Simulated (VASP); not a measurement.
# Se (P3_121) in VASP: further runs, part 2 of 2

VASP 6.6.1. Earlier steps stand in the parts before.

## (3) Single point, revPBE

This run uses another cell than the first one, of 26.17 Å³/atom.

Contents of INCAR:

```
ALGO     = Normal         # electronic algorithm
EDIFF    = 1E-7           # SCF threshold, eV
ENCUT    = 520            # plane-wave cutoff, eV
GGA      = RE             # functional
ISIF     = 2              # what is computed and relaxed
ISMEAR   = -1             # smearing method
LASPH    = True           # aspherical terms in the spheres
LCHARG   = False          # write CHGCAR
LREAL    = False          # projectors in reciprocal space
LWAVE    = False          # write WAVECAR
NBANDS   = 16             # bands
NELM     = 60             # most SCF steps
PREC     = Accurate       # precision mode
SIGMA    = 0.05           # smearing width, eV
```

Contents of KPOINTS:

```
k-points
0
Gamma
  7 7 6
```

Contents of POSCAR:

```
Se
1.0
    4.3071900636      0.0000000000      0.0000000000
   -2.1535950318      3.7301360140      0.0000000000
    0.0000000000      0.0000000000      4.8866512526
Se
3
Direct
    0.7746000000      0.7746000000      0.0000000000
    0.0000000000      0.2254000000      0.6666666667
    0.2254000000      0.0000000000      0.3333333333
```

Potentials or basis: VASP PAW PBE potentials, release 64 (Se).

Run with:

```
$ cat potpaw_PBE.64/Se/POTCAR > POTCAR
$ mpirun -np 1 vasp_std > vasp.out
```

OUTCAR:

```text
EDIFF = 1E-7
   ENCUT = 520
   GGA = RE
   ISIF = 2
   ISMEAR = -1
   LASPH = True
   LREAL = False
   NELM = 60
   PREC = Accurate

 ion  position               nearest neighbor table
   1  0.775  0.775  0.000-   2 2.34   3 2.34
   2  0.000  0.225  0.667-   1 2.34   3 2.34
   3  0.225  0.000  0.333-   1 2.34   2 2.34

  LATTYP: Found a hexagonal cell.
 ALAT       =     4.3071900636
 C/A-ratio  =     1.1345334616

  Lattice vectors:

 A1 = (   4.3071900636,   0.0000000000,   0.0000000000)
 A2 = (  -2.1535950318,   3.7301360140,   0.0000000000)
 A3 = (   0.0000000000,   0.0000000000,   4.8866512526)

Analysis of symmetry for initial positions (statically):
=====================================================================
 Subroutine PRICEL returns:
 Original cell was already a primitive cell.

 Routine SETGRP: Setting up the symmetry group for a
 hexagonal supercell.

 Subroutine GETGRP returns: Found  6 space group operations
[... 161 lines left out ...]
  ---------------------------------------------------
  ext. energy  EPLUGINS =         0.00000000
  ---------------------------------------------------
  free energy    TOTEN  =        -9.46241815 eV

  energy without entropy =       -9.46241791  energy(sigma->0) =       -9.46241803

 E-fermi :   3.8181     XC(G=0):  -8.8827

 val. band max:        3.1942323834   @ k =   0.4286   0.1429   0.5000
 cond. band min:       4.4272377704   @ k =   0.0000   0.0000   0.5000
 fundamental gap:      1.2330053870
 Fermi energy:         3.8180720512

 k-point     1 :       0.0000    0.0000    0.0000
  band No.  band energies     occupation
      1     -13.0023      2.00000
      2      -8.6434      2.00000
      3      -8.6434      2.00000
      4      -0.7731      2.00000
      5      -0.7731      2.00000
      6      -0.7700      2.00000
[... 433 lines left out ...]
      3      -7.2132      2.00000
      4      -2.2158      2.00000
      5      -1.4556      2.00000
      6      -0.5652      2.00000
[... 8 lines left out ...]
     15      10.9052      0.00000
     16      11.6411      0.00000

 [... further k-points ...]
[... 5 lines left out ...]
  --------------------------------------------------------------------------------------
  -------------------------------------------------------------------------------------
  Total        2.8863270      2.8863270      4.4932332      0.0000000      0.0000000     -0.0000000
  in kB       58.9014597     58.9014597     91.6936985      0.0000000      0.0000000     -0.0000000
  external PRESSURE =      69.8322060 kB  Pullay stress =       0.0000000 kB

 VOLUME and BASIS-vectors are now :
 -----------------------------------------------------------------------------
  energy-cutoff  :      520.00
  volume of cell :       78.51
      direct lattice vectors                 reciprocal lattice vectors
     4.307190064  0.000000000  0.000000000     0.232169926  0.134043369  0.000000000
    -2.153595032  3.730136014  0.000000000     0.000000000  0.268086739  0.000000000
     0.000000000  0.000000000  4.886651253     0.000000000  0.000000000  0.204639118

 POSITION                                       TOTAL-FORCE (eV/Angst)
 -----------------------------------------------------------------------------------
      1.66817      2.88936      0.00000        -0.439660     -0.761513     -0.000000
     -0.48542      0.84077      3.25777        -0.439660      0.761513      0.000000
      0.97084      0.00000      1.62888         0.879320     -0.000000     -0.000000
 -----------------------------------------------------------------------------------
    total drift:                               -0.000000     -0.000000     -0.000000

  FREE ENERGIE OF THE ION-ELECTRON SYSTEM (eV)
  ---------------------------------------------------
  free  energy   TOTEN  =        -9.4624181457 eV

  energy  without entropy=       -9.4624179091  energy(sigma->0) =       -9.46241803
```

OSZICAR:

```text
N       E                     dE             d eps       ncg     rms          rms(c)
DAV:   1     0.820076609544E+02    0.82008E+02   -0.71597E+03  1280   0.931E+02
DAV:   2    -0.447630384807E+01   -0.86484E+02   -0.82378E+02  1656   0.155E+02
DAV:   3    -0.948541328650E+01   -0.50091E+01   -0.49932E+01  1600   0.424E+01
DAV:   4    -0.951937531448E+01   -0.33962E-01   -0.33954E-01  1632   0.413E+00
DAV:   5    -0.951960954740E+01   -0.23423E-03   -0.23423E-03  1664   0.340E-01    0.767E+00
DAV:   6    -0.947496431918E+01    0.44645E-01   -0.32564E-02  1552   0.116E+00    0.476E+00
DAV:   7    -0.946241972647E+01    0.12545E-01   -0.70759E-02  1592   0.169E+00    0.197E-01
DAV:   8    -0.946207576112E+01    0.34397E-03   -0.80605E-03  1464   0.561E-01    0.108E-01
DAV:   9    -0.946229058354E+01   -0.21482E-03   -0.35737E-04  1816   0.120E-01    0.367E-02
DAV:  10    -0.946240502111E+01   -0.11444E-03   -0.11851E-04  1472   0.703E-02    0.791E-03
DAV:  11    -0.946241720366E+01   -0.12183E-04   -0.19999E-05  1752   0.277E-02    0.459E-03
DAV:  12    -0.946241795947E+01   -0.75581E-06   -0.29255E-06  1568   0.112E-02    0.160E-03
DAV:  13    -0.946241809219E+01   -0.13271E-06   -0.48351E-07  1792   0.429E-03    0.667E-04
DAV:  14    -0.946241814568E+01   -0.53497E-07   -0.66483E-08  1168   0.169E-03
   1 F= -.94624181E+01 E0= -.94624180E+01  d E =-.236620E-06
```

Run time: 65 s. Hardware: 1 thread of Intel Xeon 8259CL, shared host; peak memory 0.19 GiB.

Results:

| Item | Value |
| --- | --- |
| Free energy | -9.4624 eV |
| Pressure | 7.0 GPa |
| Largest force | 0.879 eV/Å |
| Band gap on the k mesh | 1.23 eV (least direct gap 1.55 eV) |

Forces in eV/Å, atoms in the order of the input:
```
Se  -0.440 -0.762  0.000
Se  -0.440  0.762  0.000
Se   0.879  0.000  0.000
```

Caveat: the cell stands under pressure; the PAW data sets were made with another functional, which shifts forces and pressure a little. revPBE gaps usually lie below the measured ones, often by a third to a half.
